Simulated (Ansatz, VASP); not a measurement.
## SnO2 in VASP and in Ansatz

```xyz
6
Lattice="4.7380 0.0000 0.0000 0.0000 4.7380 0.0000 0.0000 0.0000 3.1865" Properties=species:S:1:pos:R:3 pbc="T T T"
Sn    0.0000    0.0000    0.0000
Sn    2.3690    2.3690    1.5933
O     1.4550    1.4550    0.0000
O     0.9140    3.8240    1.5933
O     3.2830    3.2830    0.0000
O     3.8240    0.9140    1.5933
```

Alike in both runs: task single point; functional r2SCAN; k mesh 6 × 6 × 9; no spin polarisation.

|  | VASP | Ansatz |
| --- | --- | --- |
| version | VASP 6.6.1 | Ansatz 0.2.0 |
| potentials or method | VASP PAW PBE potentials, release 64 (Sn_d, O) | scalar-relativistic, plane waves, PAW |
| plane-wave cutoff (eV) | 520 | 500 |
| occupations | gaussian, width 0.01 eV | fixed |
| valence electrons in the cell | 52 | 52 |

Ansatz gave:

```
gap on the k mesh at the Fermi level (eV) : 1.96
least direct gap on the mesh (eV)         : 1.96
```

Question: Which values does VASP return?

Answer: gap on the k mesh at the Fermi level (eV): 1.99; least direct gap on the mesh (eV): 1.99.

VASP's potentials were made for PBE, not for r2SCAN.
